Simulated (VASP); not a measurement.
# CdF2 in VASP: a series of runs, part 2 of 2

VASP 6.6.1. The steps go on from the part before.

### Step 4. Single point, revPBE

This run uses another cell than the first one, of 13.03 Å³/atom, 0.980 times its volume.

File INCAR:

```
SYSTEM = CdF2
PREC = Accurate
ENCUT = 520
EDIFF = 1E-7
ISMEAR = -1
SIGMA = 0.05
LREAL = .FALSE.
LASPH = .TRUE.
NELM = 100
ALGO = Normal
ISIF = 2
LWAVE = .FALSE.
LCHARG = .FALSE.
GGA = RE
NBANDS = 20
```

File KPOINTS:

```
Automatic mesh
0
G
  9 9 9
  0 0 0
```

File POSCAR:

```
CdF2
1.0
    0.0000000000      2.6940000000      2.6940000000
    2.6940000000      0.0000000000      2.6940000000
    2.6940000000      2.6940000000      0.0000000000
Cd F
1 2
Direct
    0.0000000000      0.0000000000      0.0000000000
    0.7500000000      0.7500000000      0.7500000000
    0.2500000000      0.2500000000      0.2500000000
```

Potentials or basis: VASP PAW PBE potentials, release 64 (Cd, F).

The run is started by

```
> cat potpaw_PBE.64/Cd/POTCAR potpaw_PBE.64/F/POTCAR > POTCAR
> mpirun -np 1 vasp_std > vasp.out
```

OUTCAR:

```text
SYSTEM = CdF2
   PREC = Accurate
   ENCUT = 520
   EDIFF = 1E-7
   ISMEAR = -1
   LREAL = .FALSE.
   LASPH = .TRUE.
   NELM = 100
   ISIF = 2
   GGA = RE

 ion  position               nearest neighbor table
   1  0.000  0.000  0.000-   2 2.33   2 2.33   2 2.33   2 2.33   3 2.33   3 2.33   3 2.33   3 2.33

   2  0.750  0.750  0.750-   1 2.33   1 2.33   1 2.33   1 2.33
   3  0.250  0.250  0.250-   1 2.33   1 2.33   1 2.33   1 2.33

  LATTYP: Found a face centered cubic cell.
 ALAT       =     5.3880000000

  Lattice vectors:

 A1 = (   0.0000000000,   2.6940000000,   2.6940000000)
 A2 = (   2.6940000000,   0.0000000000,   2.6940000000)
 A3 = (   2.6940000000,   2.6940000000,   0.0000000000)

Analysis of symmetry for initial positions (statically):
=====================================================================
 Subroutine PRICEL returns:
 Original cell was already a primitive cell.

 Routine SETGRP: Setting up the symmetry group for a
 face centered cubic supercell.

 Subroutine GETGRP returns: Found 48 space group operations
[... 9 lines left out ...]

 Routine SETGRP: Setting up the symmetry group for a
 face centered cubic supercell.

 Subroutine GETGRP returns: Found 48 space group operations
[... 11 lines left out ...]
                                     Primitive cell

  volume of cell :      39.1041

  direct lattice vectors                    reciprocal lattice vectors
     0.000000000  2.694000000  2.694000000    -0.185597624  0.185597624  0.185597624
     2.694000000  0.000000000  2.694000000     0.185597624 -0.185597624  0.185597624
     2.694000000  2.694000000  0.000000000     0.185597624  0.185597624 -0.185597624

  length of vectors
     3.809891337  3.809891337  3.809891337     0.321464515  0.321464515  0.321464515

  position of ions in fractional coordinates (direct lattice)
     0.000000000  0.000000000  0.000000000
     0.750000000  0.750000000  0.750000000
     0.250000000  0.250000000  0.250000000

  ion indices of the primitive-cell ions
   primitive index   ion index
                 1           1
                 2           2
                 3           3

----------------------------------------------------------------------------------------

 KPOINTS: Automatic mesh

Automatic generation of k-mesh.
 Grid dimensions read from file:
 generate k-points for:    9    9    9

 Generating k-lattice:

  Cartesian coordinates                     Fractional coordinates (reciprocal lattice)
    -0.020621958  0.020621958  0.020621958     0.111111111  0.000000000  0.000000000
     0.020621958 -0.020621958  0.020621958     0.000000000  0.111111111  0.000000000
     0.020621958  0.020621958 -0.020621958     0.000000000  0.000000000  0.111111111

  Length of vectors
     0.035718279  0.035718279  0.035718279

  Shift w.r.t. Gamma in fractional coordinates (k-lattice)
     0.000000000  0.000000000  0.000000000

 Subroutine IBZKPT returns following result:
 ===========================================

 Found     35 irreducible k-points:

 Following reciprocal coordinates:
            Coordinates               Weight
  0.000000  0.000000  0.000000      1.000000
  0.111111  0.000000  0.000000      8.000000
  0.222222  0.000000  0.000000      8.000000
  0.333333  0.000000  0.000000      8.000000
  0.444444  0.000000  0.000000      8.000000
  0.111111  0.111111  0.000000      6.000000
[... 16 lines left out ...]
 -0.333333  0.333333  0.000000     12.000000
  0.444444  0.444444  0.000000      6.000000
 [... further k-points ...]
   k-points           NKPTS =     35   k-points in BZ     NKDIM =     35   number of bands    NBANDS=     20
   number of dos      NEDOS =    301   number of ions     NIONS =      3
   total plane-waves  NPLWV =  21952
   dimension x,y,z NGX =    28 NGY =   28 NGZ =   28
   dimension x,y,z NGXF=    56 NGYF=   56 NGZF=   56
   ions per type =               1   2
   NGX,Y,Z   is equivalent  to a cutoff of  12.22, 12.22, 12.22 a.u.
   NGXF,Y,Z  is equivalent  to a cutoff of  24.44, 24.44, 24.44 a.u.
 SYSTEM =  CdF2
   PREC   = accura    normal or accurate (medium, high low for compatibility)
   ISTART =      0    job   : 0-new  1-cont  2-samecut
   ICHARG =      2    charge: 1-file 2-atom 10-const
   ISPIN  =      1    spin polarized calculation?
   LNONCOLLINEAR =      F non collinear calculations
   LSORBIT =      F    spin-orbit coupling
   LASPH  =      T    aspherical Exc in radial PAW
   ENCUT  =  520.0 eV  38.22 Ry    6.18 a.u.   7.08  7.08  7.08*2*pi/ulx,y,z
   NELM   =    100;   NELMIN=  2; NELMDL= -5     # of ELM steps
   EDIFF  = 0.1E-06   stopping-criterion for ELM
   LREAL  =      F    real-space projection
   EDIFFG = 0.1E-05   stopping-criterion for IOM
   NSW    =      0    number of steps for IOM
   IBRION =     -1    ionic relax: 0-MD 1-quasi-New 2-CG
   NFREE  =      0    steps in history (QN), initial steepest desc. (CG)
   ISIF   =      2    stress and relaxation
   ISYM   =      2    0-nonsym 1-usesym 2-fastsym
   POTIM  = 0.5000    time-step for ionic-motion
   TEBEG  =    0.0;   TEEND  =   0.0 temperature during run
   PSTRESS=    0.0 pullay stress
   NELECT =      26.0000    total number of electrons
   NUPDOWN=      -1.0000    fix difference up-down
   EMIN   =  10.00;   EMAX   =-10.00  energy-range for DOS
   EFERMI =   0.00;   METHOD = LEGACY
   ISMEAR =    -1;   SIGMA  =   0.05  broadening in eV -4-tet -1-fermi 0-gaus
   EFERMI_NEDOS =   21; number of points for ismear=-14 and -15
   IALGO  =     38    algorithm
   IMIX   =      4    mixing-type and parameters
     AMIX     =   0.40;   BMIX     =  1.00
     AMIX_MAG =   1.60;   BMIX_MAG =  1.00
  volume/ion in A,a.u.               =      13.03        87.96
  Fermi-wavevector in a.u.,A,eV,Ry     =   1.428867  2.700166 27.778468  2.041660
  Thomas-Fermi vector in A             =   2.548882
   LORBIT       =      0    0 simple, 1 ext, 2 COOP (PROOUT), +10 PAW based schemes
   GGA     = RE    functional components
   LHFCALC =     F    Hartree Fock is set to
   AEXX    =    0.0000 exact exchange contribution
   IVDW    =     0    specifies the selected vdW correction
   LEPSILON=     F    determine dielectric tensor
   LRPA    =     F    only Hartree local field effects (RPA)
 non-spin polarized calculation
  energy-cutoff  :      520.00
  volume of cell :       39.10
 maximum number of plane-waves:      1067
   NGX = 15   NGY = 15   NGZ = 15

 number of electron      25.9999990 magnetization

 Free energy of the ion-electron system (eV)
  ---------------------------------------------------
  ext. energy  EPLUGINS =         0.00000000
  ---------------------------------------------------
  free energy    TOTEN  =        -9.95835299 eV

  energy without entropy =       -9.95835299  energy(sigma->0) =       -9.95835299

 E-fermi :  -0.0052     XC(G=0): -10.1233

 val. band max:       -1.1953682249   @ k =  -0.3333   0.4444   0.2222
 cond. band min:       2.0572885472   @ k =   0.0000   0.0000   0.0000
 fundamental gap:      3.2526567722
 Fermi energy:        -0.0052297176

 k-point     1 :       0.0000    0.0000    0.0000
  band No.  band energies     occupation
      1     -22.0413      2.00000
      2     -20.9549      2.00000
      3      -6.7879      2.00000
      4      -6.7879      2.00000
      5      -6.7879      2.00000
      6      -5.6066      2.00000
[... 12 lines left out ...]
     19      18.8836      0.00000
     20      18.8836      0.00000

 k-point     2 :       0.1111    0.0000    0.0000
  band No.  band energies     occupation
      1     -22.0021      2.00000
      2     -20.9888      2.00000
      3      -6.7414      2.00000
      4      -6.7414      2.00000
      5      -6.6574      2.00000
      6      -5.6206      2.00000
[... 12 lines left out ...]
     19      18.5662      0.00000
     20      18.5662      0.00000
[... 465 lines left out ...]
      3      -6.3203      2.00000
      4      -6.0583      2.00000
      5      -5.7229      2.00000
      6      -5.6021      2.00000
[... 12 lines left out ...]
     19      18.5098      0.00000
     20      20.7467      0.00000

 k-point    24 :       0.4444    0.4444    0.0000
  band No.  band energies     occupation
      1     -21.5966      2.00000
      2     -21.3115      2.00000
      3      -6.5110      2.00000
      4      -5.9034      2.00000
      5      -5.9034      2.00000
      6      -5.4970      2.00000
[... 12 lines left out ...]
     19      18.5262      0.00000
     20      20.3325      0.00000

 [... further k-points ...]
[... 5 lines left out ...]
  --------------------------------------------------------------------------------------
  -------------------------------------------------------------------------------------
  Total        2.3829205      2.3829205      2.3829205      0.0000000      0.0000000     -0.0000000
  in kB       97.6331657     97.6331657     97.6331657      0.0000000      0.0000000     -0.0000000
  external PRESSURE =      97.6331657 kB  Pullay stress =       0.0000000 kB

 VOLUME and BASIS-vectors are now :
 -----------------------------------------------------------------------------
  energy-cutoff  :      520.00
  volume of cell :       39.10
      direct lattice vectors                 reciprocal lattice vectors
     0.000000000  2.694000000  2.694000000    -0.185597624  0.185597624  0.185597624
     2.694000000  0.000000000  2.694000000     0.185597624 -0.185597624  0.185597624
     2.694000000  2.694000000  0.000000000     0.185597624  0.185597624 -0.185597624

 POSITION                                       TOTAL-FORCE (eV/Angst)
 -----------------------------------------------------------------------------------
      0.00000      0.00000      0.00000        -0.000000     -0.000000     -0.000000
      4.04100      4.04100      4.04100        -0.000000      0.000000     -0.000000
      1.34700      1.34700      1.34700         0.000000     -0.000000      0.000000
 -----------------------------------------------------------------------------------
    total drift:                                0.000000      0.000000      0.000000

  FREE ENERGIE OF THE ION-ELECTRON SYSTEM (eV)
  ---------------------------------------------------
  free  energy   TOTEN  =        -9.9583529916 eV

  energy  without entropy=       -9.9583529916  energy(sigma->0) =       -9.95835299
```

OSZICAR:

```text
N       E                     dE             d eps       ncg     rms          rms(c)
DAV:   1     0.199263430130E+03    0.19926E+03   -0.15627E+04  1440   0.132E+03
DAV:   2    -0.318045416305E+01   -0.20244E+03   -0.19491E+03  1540   0.345E+02
DAV:   3    -0.116481378020E+02   -0.84677E+01   -0.84475E+01  1588   0.770E+01
DAV:   4    -0.116849146697E+02   -0.36777E-01   -0.36775E-01  1500   0.515E+00
DAV:   5    -0.116850526455E+02   -0.13798E-03   -0.13798E-03  1592   0.283E-01    0.105E+01
DAV:   6    -0.989921377771E+01    0.17858E+01   -0.40475E+00  1760   0.375E+01    0.753E+00
DAV:   7    -0.996000308629E+01   -0.60789E-01   -0.97448E-01  1440   0.888E+00    0.425E+00
DAV:   8    -0.996455794021E+01   -0.45549E-02   -0.13627E-01  1432   0.359E+00    0.709E-01
DAV:   9    -0.995709825791E+01    0.74597E-02   -0.35616E-02  1664   0.236E+00    0.928E-02
DAV:  10    -0.995811117178E+01   -0.10129E-02   -0.36738E-03  1480   0.697E-01    0.163E-01
DAV:  11    -0.995829884127E+01   -0.18767E-03   -0.22257E-04  1504   0.140E-01    0.482E-02
DAV:  12    -0.995834754058E+01   -0.48699E-04   -0.63798E-05  1484   0.728E-02    0.208E-02
DAV:  13    -0.995835351062E+01   -0.59700E-05   -0.19140E-05  1488   0.384E-02    0.676E-03
DAV:  14    -0.995835285826E+01    0.65236E-06   -0.27994E-06  1548   0.228E-02    0.153E-03
DAV:  15    -0.995835298163E+01   -0.12338E-06   -0.22177E-07  1444   0.556E-03    0.713E-04
DAV:  16    -0.995835299159E+01   -0.99531E-08   -0.10242E-08  1188   0.112E-03
   1 F= -.99583530E+01 E0= -.99583530E+01  d E =-.115278E-10
```

Run time: 13 s. Hardware: 1 thread of Intel Xeon 6975P-C (Granite Rapids), shared host; peak memory 0.16 GiB.

What came out:

```
Free energy            : -9.9584 eV
Pressure               : 9.8 GPa
Band gap on the k mesh : 3.25 eV, indirect (least direct gap 3.73 eV)
```

Caveat: the PAW data sets were made with another functional, which shifts forces and pressure a little. A k mesh can miss the band edges.

### Step 5. Single point, BLYP

This run uses another cell than the first one, of 13.03 Å³/atom, 0.980 times its volume.

File INCAR:

```
PREC = Accurate
ENCUT = 520
EDIFF = 1E-6
ISMEAR = -1
SIGMA = 0.05
LREAL = F
LASPH = T
NELM = 100
ALGO = Normal
ISIF = 2
LWAVE = F
LCHARG = F
GGA = B5
ALDAX = 1.0
AGGAX = 1.0
AGGAC = 1.0
ALDAC = 0.0
NBANDS = 20
```

File KPOINTS:

```
regular mesh
0
Gamma
  9 9 9
```

POSCAR is that of step 4.

The run is started by

```
> cat potpaw_PBE.64/Cd/POTCAR potpaw_PBE.64/F/POTCAR > POTCAR
> mpirun -np 1 vasp_std > vasp.out
```

It took 17 s on 1 thread of Intel Xeon 6975P-C (Granite Rapids), shared host; peak memory 0.16 GiB.

The run converged. Its results:

| Item | Value |
| --- | --- |
| Free energy | -10.2706 eV |
| Pressure | 9.4 GPa |
| Band gap on the k mesh | 3.17 eV, indirect (least direct gap 3.62 eV) |

Levels at points of the mesh, in eV from the valence-band top:
```
           k point  band 11  band 12  band 13  band 14  band 15  band 16
(0.00, 0.00, 0.00)    -0.45    -0.45    -0.45     3.17    12.77    12.77
```

Caveat: the PAW data sets were made with another functional, which shifts forces and pressure a little. A k mesh can miss the band edges.

### Step 6. Summary

| level | cell | k mesh | gap on the mesh (eV) | pressure (GPa) |
| --- | --- | --- | --- | --- |
| PBEsol | a = 3.829, b = 3.829, c = 3.848 Å, angles 59.8, 59.8, 60.3°, 3 atoms | 7 × 7 × 7 | 2.88 | -1.6 |
| PBEsol | a = 3.848, b = 3.848, c = 3.886 Å, angles 59.7, 59.7, 60.7°, 3 atoms | 7 × 7 × 7 | 2.80 | -3.5 |
| revPBE | a = 3.810 Å, angles 60.0°, 3 atoms | 9 × 9 × 9 | 3.25 | 9.8 |
| BLYP | a = 3.810 Å, angles 60.0°, 3 atoms | 9 × 9 × 9 | 3.17 | 9.4 |

Alike in all rows: task single point; potentials or basis VASP PAW PBE potentials, release 64 (Cd, F); no spin polarisation; cutoff (eV) 520; smearing fermi-dirac 0.05 eV.

Caveats: the PAW data sets were made with another functional, which shifts forces and pressure a little.

Total energies depend on the potentials used, so only differences within one code and one set of settings carry meaning.
